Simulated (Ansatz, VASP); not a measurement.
One calculation of Lu2Si2O, two programs

```
CELL_PARAMETERS angstrom
3.41843 0.00000 0.00000
-1.70922 2.96045 0.00000
0.00000 0.00000 10.53201
ATOMIC_POSITIONS crystal
Lu 0.00000 0.00000 0.63459
Lu 0.00000 0.00000 0.05814
Si 0.66667 0.33333 0.26125
Si 0.66667 0.33333 0.85395
O 0.33333 0.66667 0.56703
```

Alike in both runs: functional PBE; k mesh 6 × 6 × 4; occupations gaussian, width 0.1 eV; no spin polarisation.

Ansatz relaxed the structure, and its values are those at the end. VASP's run is a single point on that final structure, the one shown.

|  | VASP | Ansatz |
| --- | --- | --- |
| version | VASP 6.6.1 | Ansatz 0.2.0 |
| potentials or method | VASP PAW PBE potentials, release 64 (Lu, Si, O_h), cutoff 1340 eV | scalar-relativistic, plane waves, PAW |
| valence electrons in the cell | 64 | 64 |

Ansatz gave:

* gap on the k mesh at the Fermi level (eV): none
* pressure (GPa): 0.0
* rms of the force components (eV/Å): 0.010

Problem. What did VASP give for the same quantities?

Solution. gap on the k mesh at the Fermi level (eV): none; pressure (GPa): 0.5; rms of the force components (eV/Å): 0.039.

A gap of «none» marks a metal or a gap that the smearing closes. With one functional, cell and mesh, what is left measures potentials, basis and numerics.

Spin-orbit coupling is off throughout.
